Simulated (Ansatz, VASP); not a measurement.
## Two plane-wave programs on CdF2

```xyz
3
Lattice="0.0000 2.3920 2.3920 2.3920 0.0000 2.3920 2.3920 2.3920 0.0000" Properties=species:S:1:pos:R:3 pbc="T T T"
Cd    0.0000    0.0000    0.0000
F     1.1960    1.1960    1.1960
F     3.5880    3.5880    3.5880
```

Change from the starting cell: volume scaled by 0.7, PAW files.

Alike in both runs: task electric field gradients; functional LDA; k mesh 9 × 9 × 9; occupations fermi-dirac, width 0.03 eV; no spin polarisation.

|  | VASP | Ansatz |
| --- | --- | --- |
| version | VASP 6.6.1 | Ansatz 0.2.0 |
| potentials or method | VASP PAW LDA potentials, release 64 (Cd, F) | PAW with Ansatz's default frozen-core files, scalar-relativistic |
| plane-wave cutoff (eV) | 520 | 420 |
| valence electrons in the cell | 26 | 34 |

```tsv
	VASP	Ansatz	Ansatz less VASP
gap on the k mesh at the Fermi level (eV)	3.96	4.01	+0.041
pressure (GPa)	87.1	81.1	-6.05
```

LDA's correlation is that of Perdew and Zunger in VASP and of Perdew and Wang (1992) in Ansatz. Both programs put the cell under a high pressure, so it lies far from rest at this level. VASP's potentials hold 26 valence electrons a cell and Ansatz's 34, so a difference there can come from the potentials and not from the codes.

Noted on VASP's run: the cell as given lies far from equilibrium.
